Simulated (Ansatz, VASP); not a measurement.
One calculation of HfO2, two programs

INCAR

```
  ALGO = Normal
  EDIFF = 1E-6
  ENCUT = 520
  GGA = PS
  ISIF = 2
  ISMEAR = 0
  LASPH = True
  LCHARG = False
  LREAL = False
  LWAVE = False
  NBANDS = 18
  NELM = 80
  PREC = Accurate
  SIGMA = 0.05
```

The input KPOINTS:

```
k-points
0
Gamma
  8 8 8
```

Contents of POSCAR:

```
HfO2
1.0
    0.0000000000      2.6103397544      2.3455226779
    2.6103397544      0.0000000000      2.3455226779
    2.6103397544      2.6103397544      0.0000000000
Hf O
1 2
Direct
   -0.0044070585      0.0044070585      0.0044070585
    0.2745830068      0.2254169932      0.2254169932
    0.7745830068      0.7254169932      0.7254169932
```

Input for Ansatz:

```yaml
crystal:
  lattice:
    - [0.0, 2.6103397544, 2.3455226779]
    - [2.6103397544, 0.0, 2.3455226779]
    - [2.6103397544, 2.6103397544, 0.0]
  atoms:
    - { symbol: Hf, position: [-0.0044070585, 0.0044070585, 0.0044070585] }
    - { symbol: O, position: [0.2745830068, 0.2254169932, 0.2254169932] }
    - { symbol: O, position: [0.7745830068, 0.7254169932, 0.7254169932] }
basis:
  ecutwfc: 520.0
kpoints:
  mp_grid: { grid: [8, 8, 8] }
hamiltonian:
  xc: pbesol
  pseudopotentials: { kind: paw, azcp: { folder: soft_1 } }
scf:
  occupations: { method: gaussian, width: 0.05 }
output:
  forces: true
  stress: true
  eigenvalues: true
```

Change from the starting cell: mode 4 frozen in at -0.124 Å, strain +e along z and -e/2 along x and y -0.0700.

Alike in both runs: task single point; functional PBEsol; k mesh 8 × 8 × 8; occupations gaussian, width 0.05 eV; no spin polarisation.

```csv
,VASP,Ansatz
version,VASP 6.6.1,Ansatz 0.2.0
potentials or method,"VASP PAW PBE potentials, release 64 (Hf_pv, O), cutoff 520 eV","scalar-relativistic, plane waves, PAW"
valence electrons in the cell,22,38
```

Ansatz gave:

```
gap on the k mesh at the Fermi level (eV)                     : 2.53
least direct gap on the mesh (eV)                             : 2.73
pressure (GPa)                                                : 4.4
traceless stress, the component that is largest in VASP (GPa) : 33.02
rms of the force components (eV/Å)                            : 0.357
```

Question: What did VASP give for the same quantities?

Answer: gap on the k mesh at the Fermi level (eV): 2.52; least direct gap on the mesh (eV): 2.73; pressure (GPa): 0.8; traceless stress, the component that is largest in VASP (GPa): 33.56; rms of the force components (eV/Å): 0.343.

VASP's potentials were made for PBE, not for PBEsol, and Ansatz warns of the same on its side. Atom by atom the forces differ by 0.015 eV/Å (rms over components). The functional is the same, so the differences come from potentials, cutoffs and numerics. VASP's potentials hold 22 valence electrons a cell and Ansatz's 38, so a difference there can come from the potentials and not from the codes.

Spin-orbit coupling is off throughout.
